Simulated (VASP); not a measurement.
A run of VASP 6.6.1:

File INCAR:

```
  PREC = Accurate
  ENCUT = 520
  EDIFF = 1E-7
  ISMEAR = -1
  SIGMA = 0.1
  LREAL = False
  LASPH = True
  NELM = 80
  ALGO = Normal
  ISIF = 2
  LWAVE = False
  LCHARG = True
  GGA = PE
  LELF = True
  LVHAR = True
  NBANDS = 17
```

File KPOINTS:

```
regular mesh
0
Gamma
  14 14 14
```

File POSCAR:

```
SnSe
1.0
    2.9208544810      0.0000000000      0.0000000000
    0.0000000000      2.9208544810      0.0000000000
    0.0000000000      0.0000000000      2.9208544810
Sn Se
1 1
Direct
    0.0000000000      0.0000000000      0.0000000000
    0.5000000000      0.5000000000      0.5000000000
```

Potentials or basis: VASP PAW PBE potentials, release 64 (Sn_d, Se).

The run is started by

```console
$ cat potpaw_PBE.64/Sn_d/POTCAR potpaw_PBE.64/Se/POTCAR > POTCAR
$ mpirun -np 1 vasp_std > vasp.out
```

Hardware: 1 thread of Intel(R) Xeon(R) Platinum 8259CL CPU @ 2.50GHz (Skylake/Cascade Lake) (shared host).

Estimate the wall time of this run.

Wall time 27 s on 1 thread of Intel(R) Xeon(R) Platinum 8259CL CPU @ 2.50GHz (Skylake/Cascade Lake), with other jobs on the host, peak memory 0.17 GiB. Counts: scf iterations 14, k points 120.
